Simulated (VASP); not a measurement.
The system is Al.

```
Al
1.0
     0.00000    1.89401    1.89401
     1.89401    0.00000    1.89401
     1.89401    1.89401    0.00000
Al
1
Cartesian
  0.0000 0.0000 0.0000
```

This cell differs from its parent crystal: volume scaled by 0.84.

Base run:

```yaml
Program: VASP 6.6.1
Functional: PBEsol
Potentials_or_basis: VASP PAW PBE potentials, release 64 (Al)
Cutoff: 520 eV
k_mesh: 16 × 16 × 16
Occupations: fermi-dirac, width 0.1 eV
Spin: no spin polarisation
```

Its results: pressure 21.4 GPa.

Question: The run is repeated on the same cell with these changes: functional from PBEsol to r2SCAN; cutoff from 520 eV to 550 eV; occupations from fermi-dirac, width 0.1 eV to tetrahedron. What comes out?

Answer: Pressure 20.1 GPa.

Caveats: the PAW data sets were made with another functional, which shifts forces and pressure a little; tetrahedron occupations give inexact forces and stress in metals (some runs).
